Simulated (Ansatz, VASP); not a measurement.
Na2N in VASP and in Ansatz

```xyz
3
Lattice="3.7020 0.0000 0.0000 -1.8510 3.2060 0.0000 0.0000 0.0000 5.6352" Properties=species:S:1:pos:R:3 pbc="T T T"
Na    1.8510    1.0687    3.9226
Na    0.0000    2.1373    1.7126
N     0.0000    0.0000    2.8176
```

Change from the starting cell: species swapped into the Sc2C type (P-3m1, No. 164).

Alike in both runs: functional PBE; k mesh 6 × 6 × 4; occupations gaussian, width 0.1 eV; collinear spin.

Ansatz relaxed the structure, and its values are those at the end. VASP's run is a single point on that final structure, the one shown.

```csv
,VASP,Ansatz
version,VASP 6.6.1,Ansatz 0.2.0
potentials or method,"VASP PAW PBE potentials, release 64 (Na_pv, N), cutoff 520 eV","scalar-relativistic, plane waves, PAW"
valence electrons in the cell,19,23
```

|  | VASP | Ansatz | Ansatz less VASP |
| --- | --- | --- | --- |
| gap on the k mesh at the Fermi level (eV) | none | none | - |
| pressure (GPa) | 0.1 | 0.1 | -0.04 |
| rms of the force components (eV/Å) | 0.016 | 0.012 | -0.0042 |
| net moment per atom (μB) | 0.34 | 0.34 | 0.000 |
| size of the moment on the site where the two differ most (μB) | 0.75 | 0.97 | +0.226 |

Site moments also hang on the region over which each program counts them. A gap of «none» marks a metal or a gap that the smearing closes. The functional is the same, so the differences come from potentials, cutoffs and numerics. VASP's potentials hold 19 valence electrons a cell and Ansatz's 23, so a difference there can come from the potentials and not from the codes.
